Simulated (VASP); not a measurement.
Runs of VASP 6.6.1 on SiC. The structure is that of space group I-43d (No. 220), or close to it. The cells are those of the table. The cell was built from a structure type or drawn by symmetry, and may not be a known phase.

```tsv
task	cell	k mesh	cutoff (eV)	smearing	gap on the mesh (eV)	pressure (GPa)
single point	a = 5.160 Å, angles 109.5°, 12 atoms	4 × 4 × 4	520	gaussian 0.1 eV	0.23	(a)
single point	a = 5.441 Å, angles 109.5°, 12 atoms	4 × 4 × 4	520	gaussian 0.1 eV	0.62	0.0
relaxation of cell and atoms	relaxed from a = 5.441 Å, angles 109.5°, 12 atoms	6 × 6 × 6	600	gaussian 0.02 eV	0.62	-0.1
relaxation of cell and atoms	relaxed from a = 5.160 Å, angles 109.5°, 12 atoms	4 × 4 × 4	600	gaussian 0.1 eV	0.62	-0.2
single point	a = 5.441 Å, angles 109.5°, 12 atoms	6 × 6 × 6	520	gaussian 0.02 eV	0.62	0.0
```

Alike in all rows: level PBE; potentials or basis VASP PAW PBE potentials, release 64 (Si, C); no spin polarisation.

Problem. Fill in the values left out.

Solution. (a) 45.1.

Caveats: the cell stands under pressure (at least some runs); the relaxation stopped at its first step, so nothing moved (at least some runs).

A k mesh can miss the band edges.
